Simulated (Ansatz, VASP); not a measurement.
One calculation of Al3In5N8, two programs

```
Al In N
1.0
     0.00000    0.00989   -5.40840
    -6.72667    0.00000    0.00000
     3.36333    5.88462   -0.01063
Al In N
3 5 8
Direct
  0.00223 0.66110 0.33223
  0.00223 0.17114 0.33223
  0.50490 0.33593 0.17186
  0.00525 0.66837 0.83675
  0.00346 0.17362 0.84725
  0.50295 0.83792 0.17585
  0.50311 0.32492 0.65400
  0.50311 0.82908 0.65400
  0.64985 0.63455 0.31408
  0.64985 0.17954 0.31408
  0.61211 0.66755 0.83509
  0.60384 0.18105 0.86210
  0.14446 0.34864 0.19728
  0.09998 0.84850 0.19700
  0.10634 0.31603 0.63809
  0.10634 0.82206 0.63809
```

Alike in both runs: functional PBEsol; k mesh 4 × 3 × 3; occupations gaussian, width 0.1 eV; no spin polarisation.

Ansatz relaxed the structure, and its values are those at the end. VASP's run is a single point on that final structure, the one shown.

```csv
,VASP,Ansatz
version,VASP 6.6.1,Ansatz 0.2.0
potentials or method,"VASP PAW PBE potentials, release 64 (Al, In_d, N), cutoff 520 eV","scalar-relativistic, plane waves, PAW"
valence electrons in the cell,114,114
```

Ansatz gave:

* gap on the k mesh at the Fermi level (eV): 0.78
* least direct gap on the mesh (eV): 0.78
* pressure (GPa): 0.0
* rms of the force components (eV/Å): 0.008

Question: Which values does VASP return?

Answer: gap on the k mesh at the Fermi level (eV): 0.77; least direct gap on the mesh (eV): 0.77; pressure (GPa): 0.1; rms of the force components (eV/Å): 0.011.

VASP's potentials were made for PBE, not for PBEsol. The functional is the same, so the differences come from potentials, cutoffs and numerics.
